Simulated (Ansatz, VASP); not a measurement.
**BeTe: VASP beside Ansatz**

```xyz
2
Lattice="0.0000 2.7888 2.7888 2.7888 0.0000 2.7888 2.7888 2.7888 0.0000" Properties=species:S:1:pos:R:3 pbc="T T T"
Be    0.0000    0.0000    0.0000
Te    4.1832    4.1832    4.1832
```

Alike in both runs: task single point; functional PBEsol; k mesh 8 × 8 × 8; no spin polarisation.

|  | VASP | Ansatz |
| --- | --- | --- |
| version | VASP 6.6.1 | Ansatz 0.2.0 |
| potentials or method | VASP PAW PBE potentials, release 64 (Be, Te), cutoff 600 eV | all-electron LAPW, scalar-relativistic |
| occupations | gaussian, width 0.01 eV | fixed |

```tsv
	VASP	Ansatz	Ansatz less VASP
gap on the k mesh at the Fermi level (eV)	1.78	1.80	+0.018
pressure (GPa)	1.2	0.9	-0.28
```

VASP's potentials were made for PBE, not for PBEsol. Ansatz ran all-electron here, and VASP with PAW potentials.

Spin-orbit coupling is off throughout.
